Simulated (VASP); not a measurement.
# TaSi2 (P6_222) in VASP: single point with PBE

Aim: the single point of TaSi2 with PBE.

Everything below comes from runs of VASP 6.6.1. Logs are shortened: lines on timing, memory, paths and dates and some standing lists are left out, and cuts for length are marked.

## Step 1: The cell of the first run

It takes space group P6_222 (No. 180, hexagonal). The conventional cell has a = 4.806 Å, b = 4.806 Å, c = 6.597 Å, α = 90.00°, β = 90.00°, γ = 120.00°. Ta (site symmetry 222) has 10 Si at 2.62 to 2.84 Å and 4 Ta at 3.26 Å within 3.5 Å. Within 3.4 Å of Si (site symmetry 2) lie 9 Si at 2.57 to 3.34 Å and 5 Ta at 2.62 to 2.84 Å.

## Step 2: Single point, PBE

INCAR

```
ALGO = Normal
EDIFF = 1E-6
ENCUT = 520
GGA = PE
ISIF = 2
ISMEAR = 0
LASPH = True
LCHARG = False
LREAL = False
LWAVE = False
NBANDS = 38
NELM = 100
PREC = Accurate
SIGMA = 0.1
```

KPOINTS

```
k-points
0
Gamma
  9 9 6
```

POSCAR

```
TaSi2
1.0
    4.8055146153      0.0000000000      0.0000000000
   -2.4027573077      4.1616977352      0.0000000000
    0.0000000000      0.0000000000      6.5972349534
Ta Si
3 6
Direct
    0.5000000000      0.5000000000      0.1666666667
    0.5000000000      0.0000000000      0.8333333333
    0.0000000000      0.5000000000      0.5000000000
    0.3178363170      0.1589181585      0.5000000000
    0.1589181585      0.3178363170      0.8333333333
    0.1589181585      0.8410818415      0.1666666667
    0.6821636830      0.8410818415      0.5000000000
    0.8410818415      0.6821636830      0.8333333333
    0.8410818415      0.1589181585      0.1666666667
```

Potentials or basis: VASP PAW PBE potentials, release 64 (Ta_pv, Si).

Started as:

```
$ cat potpaw_PBE.64/Ta_pv/POTCAR potpaw_PBE.64/Si/POTCAR > POTCAR
$ mpirun -np 1 vasp_std > vasp.out
```

OUTCAR:

```text
EDIFF = 1E-6
   ENCUT = 520
   GGA = PE
   ISIF = 2
   ISMEAR = 0
   LASPH = True
   LREAL = False
   NELM = 100
   PREC = Accurate

 ion  position               nearest neighbor table
   1  0.500  0.500  0.167-   4 2.62   7 2.62   5 2.62   8 2.62   6 2.74   9 2.74   6 2.74   9 2.74
                             6 2.84   9 2.84   3 3.26   3 3.26   2 3.26   2 3.26
   2  0.500  0.000  0.833-   4 2.62   7 2.62   6 2.62   9 2.62   5 2.74   8 2.74   5 2.74   8 2.74
                             5 2.84   8 2.84   3 3.26   3 3.26   1 3.26   1 3.26
   3  0.000  0.500  0.500-   5 2.62   8 2.62   6 2.62   9 2.62   4 2.74   7 2.74   4 2.74   7 2.74
                             7 2.84   4 2.84   1 3.26   1 3.26   2 3.26   2 3.26
   4  0.318  0.159  0.500-   5 2.57   6 2.57   2 2.62   1 2.62   7 2.65   3 2.74   3 2.74   3 2.84
                             7 2.84   7 2.84
   5  0.159  0.318  0.833-   4 2.57   9 2.57   3 2.62   1 2.62   8 2.65   2 2.74   2 2.74   2 2.84
                             8 2.84   8 2.84
   6  0.159  0.841  0.167-   4 2.57   8 2.57   3 2.62   2 2.62   9 2.65   1 2.74   1 2.74   1 2.84
                             9 2.84   9 2.84
   7  0.682  0.841  0.500-   8 2.57   9 2.57   2 2.62   1 2.62   4 2.65   3 2.74   3 2.74   3 2.84
                             4 2.84   4 2.84
   8  0.841  0.682  0.833-   7 2.57   6 2.57   3 2.62   1 2.62   5 2.65   2 2.74   2 2.74   2 2.84
                             5 2.84   5 2.84
   9  0.841  0.159  0.167-   7 2.57   5 2.57   3 2.62   2 2.62   6 2.65   1 2.74   1 2.74   1 2.84
                             6 2.84   6 2.84

  LATTYP: Found a hexagonal cell.
 ALAT       =     4.8055146153
 C/A-ratio  =     1.3728467150

  Lattice vectors:

 A1 = (   4.8055146153,   0.0000000000,   0.0000000000)
 A2 = (  -2.4027573077,   4.1616977352,   0.0000000000)
 A3 = (   0.0000000000,   0.0000000000,   6.5972349534)

Analysis of symmetry for initial positions (statically):
=====================================================================
 Subroutine PRICEL returns:
 Original cell was already a primitive cell.

 Routine SETGRP: Setting up the symmetry group for a
 hexagonal supercell.

 Subroutine GETGRP returns: Found 12 space group operations
 (whereof  4 operations were pure point group operations)
 out of a pool of 24 trial point group operations.

The static configuration has the point symmetry D_2 .
 The point group associated with its full space group is D_6 .

Analysis of symmetry for dynamics (positions and initial velocities):
=====================================================================
 Subroutine PRICEL returns:
 Original cell was already a primitive cell.

 Routine SETGRP: Setting up the symmetry group for a
 hexagonal supercell.

 Subroutine GETGRP returns: Found 12 space group operations
 (whereof  4 operations were pure point group operations)
 out of a pool of 24 trial point group operations.

The dynamic configuration has the point symmetry D_2 .
 The point group associated with its full space group is D_6 .

 Subroutine INISYM returns: Found 12 space group operations
 (whereof  4 operations are pure point group operations),
 and found     1 'primitive' translations

----------------------------------------------------------------------------------------

                                     Primitive cell

  volume of cell :     131.9388

  direct lattice vectors                    reciprocal lattice vectors
     4.805514615  0.000000000  0.000000000     0.208094258  0.120143276  0.000000000
    -2.402757308  4.161697735  0.000000000     0.000000000  0.240286552  0.000000000
     0.000000000  0.000000000  6.597234953     0.000000000  0.000000000  0.151578655

  length of vectors
     4.805514615  4.805514615  6.597234953     0.240286552  0.240286552  0.151578655

  position of ions in fractional coordinates (direct lattice)
     0.500000000  0.500000000  0.166666667
     0.500000000  0.000000000  0.833333333
     0.000000000  0.500000000  0.500000000
     0.317836317  0.158918159  0.500000000
     0.158918159  0.317836317  0.833333333
     0.158918159  0.841081841  0.166666667
     0.682163683  0.841081841  0.500000000
     0.841081841  0.682163683  0.833333333
     0.841081841  0.158918159  0.166666667

  ion indices of the primitive-cell ions
   primitive index   ion index
                 1           1
                 2           2
                 3           3
                 4           4
                 5           5
                 6           6
                 7           7
                 8           8
                 9           9

----------------------------------------------------------------------------------------

 KPOINTS: k-points

Automatic generation of k-mesh.
 Grid dimensions read from file:
 generate k-points for:    9    9    6

 Generating k-lattice:

  Cartesian coordinates                     Fractional coordinates (reciprocal lattice)
     0.023121584  0.013349253  0.000000000     0.111111111  0.000000000  0.000000000
     0.000000000  0.026698506  0.000000000     0.000000000  0.111111111  0.000000000
     0.000000000  0.000000000  0.025263109     0.000000000  0.000000000  0.166666667

  Length of vectors
     0.026698506  0.026698506  0.025263109

  Shift w.r.t. Gamma in fractional coordinates (k-lattice)
     0.000000000  0.000000000  0.000000000

 Subroutine IBZKPT returns following result:
 ===========================================

 Found     48 irreducible k-points:

 Following reciprocal coordinates:
            Coordinates               Weight
  0.000000  0.000000  0.000000      1.000000
  0.111111 -0.000000  0.000000      6.000000
  0.222222 -0.000000  0.000000      6.000000
  0.333333 -0.000000  0.000000      6.000000
  0.444444 -0.000000  0.000000      6.000000
  0.111111  0.111111  0.000000      6.000000
[... 16 lines left out ...]
  0.333333  0.222222  0.166667     24.000000
  0.333333  0.333333  0.166667      4.000000
 [... further k-points ...]
   k-points           NKPTS =     48   k-points in BZ     NKDIM =     48   number of bands    NBANDS=     38
   number of dos      NEDOS =    301   number of ions     NIONS =      9
   total plane-waves  NPLWV =  64800
   dimension x,y,z NGX =    36 NGY =   36 NGZ =   50
   dimension x,y,z NGXF=    72 NGYF=   72 NGZF=  100
   ions per type =               3   6
   NGX,Y,Z   is equivalent  to a cutoff of  12.45, 12.45, 12.60 a.u.
   NGXF,Y,Z  is equivalent  to a cutoff of  24.91, 24.91, 25.20 a.u.
 SYSTEM =  unknown system
   PREC   = accura    normal or accurate (medium, high low for compatibility)
   ISTART =      0    job   : 0-new  1-cont  2-samecut
   ICHARG =      2    charge: 1-file 2-atom 10-const
   ISPIN  =      1    spin polarized calculation?
   LNONCOLLINEAR =      F non collinear calculations
   LSORBIT =      F    spin-orbit coupling
   LASPH  =      T    aspherical Exc in radial PAW
   ENCUT  =  520.0 eV  38.22 Ry    6.18 a.u.   8.94  8.94 12.27*2*pi/ulx,y,z
   NELM   =    100;   NELMIN=  2; NELMDL= -5     # of ELM steps
   EDIFF  = 0.1E-05   stopping-criterion for ELM
   LREAL  =      F    real-space projection
   EDIFFG = 0.1E-04   stopping-criterion for IOM
   NSW    =      0    number of steps for IOM
   IBRION =     -1    ionic relax: 0-MD 1-quasi-New 2-CG
   NFREE  =      0    steps in history (QN), initial steepest desc. (CG)
   ISIF   =      2    stress and relaxation
   ISYM   =      2    0-nonsym 1-usesym 2-fastsym
   POTIM  = 0.5000    time-step for ionic-motion
   TEBEG  =    0.0;   TEEND  =   0.0 temperature during run
   PSTRESS=    0.0 pullay stress
   NELECT =      57.0000    total number of electrons
   NUPDOWN=      -1.0000    fix difference up-down
   EMIN   =  10.00;   EMAX   =-10.00  energy-range for DOS
   EFERMI =   0.00;   METHOD = LEGACY
   ISMEAR =     0;   SIGMA  =   0.10  broadening in eV -4-tet -1-fermi 0-gaus
   EFERMI_NEDOS =   21; number of points for ismear=-14 and -15
   IALGO  =     38    algorithm
   IMIX   =      4    mixing-type and parameters
     AMIX     =   0.40;   BMIX     =  1.00
     AMIX_MAG =   1.60;   BMIX_MAG =  1.00
  volume/ion in A,a.u.               =      14.66        98.93
  Fermi-wavevector in a.u.,A,eV,Ry     =   1.237587  2.338700 20.838969  1.531621
  Thomas-Fermi vector in A             =   2.372148
   LORBIT       =      0    0 simple, 1 ext, 2 COOP (PROOUT), +10 PAW based schemes
   GGA     = PE    functional components
   LHFCALC =     F    Hartree Fock is set to
   AEXX    =    0.0000 exact exchange contribution
   IVDW    =     0    specifies the selected vdW correction
   LEPSILON=     F    determine dielectric tensor
   LRPA    =     F    only Hartree local field effects (RPA)
 non-spin polarized calculation
 Gauss-broadening in eV      SIGMA  =   0.10
  energy-cutoff  :      520.00
  volume of cell :      131.94
 maximum number of plane-waves:      3577
 NGX is ok and might be reduce to    36
   NGX = 17   NGY = 17   NGZ = 25

 number of electron      57.0000007 magnetization

 Free energy of the ion-electron system (eV)
  ---------------------------------------------------
  ext. energy  EPLUGINS =         0.00000000
  ---------------------------------------------------
  free energy    TOTEN  =       -72.25711215 eV

  energy without entropy =      -72.23398789  energy(sigma->0) =      -72.24555002

 E-fermi :   9.2276     XC(G=0): -12.0154

 val. band max:        9.2051201534   @ k =   0.3333   0.1111   0.5000
 cond. band min:       9.2398754006   @ k =   0.4444   0.1111   0.1667
 fundamental gap:      0.0347552472
 Fermi energy:         9.2276240146

 k-point     1 :       0.0000    0.0000    0.0000
  band No.  band energies     occupation
      1     -25.1860      2.00000
      2     -25.1811      2.00000
      3     -25.1811      2.00000
      4     -25.1153      2.00000
      5     -25.1153      2.00000
      6     -25.0274      2.00000
[... 30 lines left out ...]
     37      13.1083      0.00000
     38      13.1682      0.00000

 k-point     2 :       0.1111   -0.0000    0.0000
  band No.  band energies     occupation
      1     -25.2009      2.00000
      2     -25.1838      2.00000
      3     -25.1675      2.00000
      4     -25.1163      2.00000
      5     -25.1136      2.00000
      6     -25.0309      2.00000
[... 30 lines left out ...]
     37      12.8793      0.00000
     38      13.0256      0.00000

 k-point     3 :       0.2222   -0.0000    0.0000
  band No.  band energies     occupation
      1     -25.2160      2.00000
      2     -25.1900      2.00000
      3     -25.1566      2.00000
      4     -25.1190      2.00000
      5     -25.1090      2.00000
      6     -25.0328      2.00000
[... 30 lines left out ...]
     37      12.9807      0.00000
     38      13.0794      0.00000

 k-point     4 :       0.3333   -0.0000    0.0000
  band No.  band energies     occupation
      1     -25.2268      2.00000
      2     -25.1964      2.00000
      3     -25.1511      2.00000
      4     -25.1222      2.00000
      5     -25.1035      2.00000
      6     -25.0367      2.00000
[... 30 lines left out ...]
     37      12.8694      0.00000
     38      13.3904      0.00000
[... 703 lines left out ...]
      4     -25.1133      2.00000
      5     -25.0996      2.00000
      6     -25.0521      2.00000
[... 30 lines left out ...]
     37      12.5838      0.00000
     38      12.8029      0.00000

 k-point    23 :       0.3333    0.2222    0.1667
  band No.  band energies     occupation
      1     -25.2293      2.00000
      2     -25.2045      2.00000
      3     -25.1647      2.00000
      4     -25.1103      2.00000
      5     -25.0954      2.00000
      6     -25.0568      2.00000
[... 30 lines left out ...]
     37      12.4128      0.00000
     38      12.6749      0.00000

 k-point    24 :       0.3333    0.3333    0.1667
  band No.  band energies     occupation
      1     -25.2304      2.00000
      2     -25.2031      2.00000
      3     -25.1700      2.00000
      4     -25.1059      2.00000
      5     -25.0940      2.00000
      6     -25.0611      2.00000
[... 30 lines left out ...]
     37      12.4809      0.00000
     38      12.8552      0.00000

 [... further k-points ...]
[... 5 lines left out ...]
  --------------------------------------------------------------------------------------
  -------------------------------------------------------------------------------------
  Total        0.0575378      0.0575378      0.1490601     -0.0000000      0.0000000     -0.0000000
  in kB        0.6987013      0.6987013      1.8100871     -0.0000000      0.0000000     -0.0000000
  external PRESSURE =       1.0691632 kB  Pullay stress =       0.0000000 kB

 VOLUME and BASIS-vectors are now :
 -----------------------------------------------------------------------------
  energy-cutoff  :      520.00
  volume of cell :      131.94
      direct lattice vectors                 reciprocal lattice vectors
     4.805514615  0.000000000  0.000000000     0.208094258  0.120143276  0.000000000
    -2.402757308  4.161697735  0.000000000     0.000000000  0.240286552  0.000000000
     0.000000000  0.000000000  6.597234953     0.000000000  0.000000000  0.151578655

 POSITION                                       TOTAL-FORCE (eV/Angst)
 -----------------------------------------------------------------------------------
      1.20138      2.08085      1.09954        -0.000000      0.000000     -0.000000
      2.40276      0.00000      5.49770        -0.000000      0.000000      0.000000
     -1.20138      2.08085      3.29862         0.000000      0.000000     -0.000000
      1.14553      0.66137      3.29862        -0.003900     -0.002252     -0.000000
     -0.00000      1.32274      5.49770         0.000000     -0.004503     -0.000000
     -1.25723      3.50033      1.09954        -0.003900      0.002252     -0.000000
      1.25723      3.50033      3.29862         0.003900      0.002252     -0.000000
      2.40276      2.83896      5.49770        -0.000000      0.004503     -0.000000
      3.65999      0.66137      1.09954         0.003900     -0.002252      0.000000
 -----------------------------------------------------------------------------------
    total drift:                                0.000000     -0.000000      0.000000

  FREE ENERGIE OF THE ION-ELECTRON SYSTEM (eV)
  ---------------------------------------------------
  free  energy   TOTEN  =       -72.2571121518 eV

  energy  without entropy=      -72.2339878927  energy(sigma->0) =      -72.24555002
```

Wall time 2.5 min (1 thread of Intel Xeon Platinum 8375C at 2.90GHz (Ice Lake), shared host); peak memory 0.35 GiB.

Results:

- Free energy: -72.2571 eV
- Pressure: 0.1 GPa
- Largest force: 0.005 eV/Å

Forces on the atoms (eV/Å):
```
Ta   0.000  0.000  0.000
Ta   0.000  0.000  0.000
Ta   0.000  0.000  0.000
Si  -0.004 -0.002  0.000
Si   0.000 -0.005  0.000
Si  -0.004  0.002  0.000
Si   0.004  0.002  0.000
Si   0.000  0.005  0.000
Si   0.004 -0.002  0.000
```

Levels at points of the mesh, in eV from the Fermi level:
| k point | band 27 | band 28 | band 29 | band 30 | band 31 | band 32 |
| --- | --- | --- | --- | --- | --- | --- |
| (0.00, 0.00, 0.00) | -2.17 | -2.17 | -1.50 | 0.73 | 2.93 | 2.93 |
| (0.00, 0.00, 0.50) | -1.79 | -1.79 | 1.12 | 1.12 | 2.53 | 2.53 |

Caveat: spin-orbit coupling is left out, which moves the levels of the heavy elements.
